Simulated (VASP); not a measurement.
Wanted: the native input for a VASP 6.6.1 run.

* Task: single point
* Functional: PBEsol
* Potentials or basis: VASP PAW PBE potentials, release 64 (W_sv, C)
* Cutoff: 520 eV
* k mesh: 24 × 24 × 22
* Occupations: gaussian, width 0.15 eV
* Spin: no spin polarisation
* Dipole correction: no
* Further INCAR settings: ALGO = Normal; EDIFF = 1e-07; NBANDS = 16

The structure of WC lies in POSCAR:

```
WC
1.0
    2.8984136670      0.0000000000      0.0000000000
   -1.4492068335      2.5100998663      0.0000000000
    0.0000000000      0.0000000000      2.8276119036
W C
1 1
Direct
    0.0000000000      0.0000000000     -0.0025993926
    0.6666666667      0.3333333333      0.5397862238
```

This cell differs from its parent crystal: atoms displaced along a vibrational mode.

The input as run:

INCAR

```
ALGO     = Normal         # electronic algorithm
EDIFF    = 1E-7           # SCF threshold, eV
ENCUT    = 520            # plane-wave cutoff, eV
GGA      = PS             # functional
ISIF     = 2              # what is computed and relaxed
ISMEAR   = 0              # smearing method
LASPH    = True           # aspherical terms in the spheres
LCHARG   = True           # write CHGCAR
LELF     = True           # ELF
LREAL    = False          # projectors in reciprocal space
LVHAR    = True         
LWAVE    = False          # write WAVECAR
NBANDS   = 16             # bands
NELM     = 100            # most SCF steps
PREC     = Accurate       # precision mode
SIGMA    = 0.15           # smearing width, eV
```

KPOINTS

```
k-points
0
Gamma
  24 24 22
```

Potentials or basis: VASP PAW PBE potentials, release 64 (W_sv, C).

Run with:

```console
$ cat potpaw_PBE.64/W_sv/POTCAR potpaw_PBE.64/C/POTCAR > POTCAR
$ mpirun -np 1 vasp_std > vasp.out
```

It gave:

```yaml
Pressure: 4.7 GPa
Largest_force: 1.796 eV/Å
Band_gap_on_the_k_mesh: zero (bands 9 and 10 overlap by 1.41 eV)
```

Caveat: the cell differs from its parent crystal (atoms displaced along a vibrational mode); the cell stands under pressure; the PAW data sets were made with another functional, which shifts forces and pressure a little; spin-orbit coupling is left out, which moves the levels of the heavy elements.

It took 2.3 min on 1 thread of Intel(R) Xeon(R) Platinum 8488C (Sapphire Rapids) (shared host), peak memory 0.48 GiB.
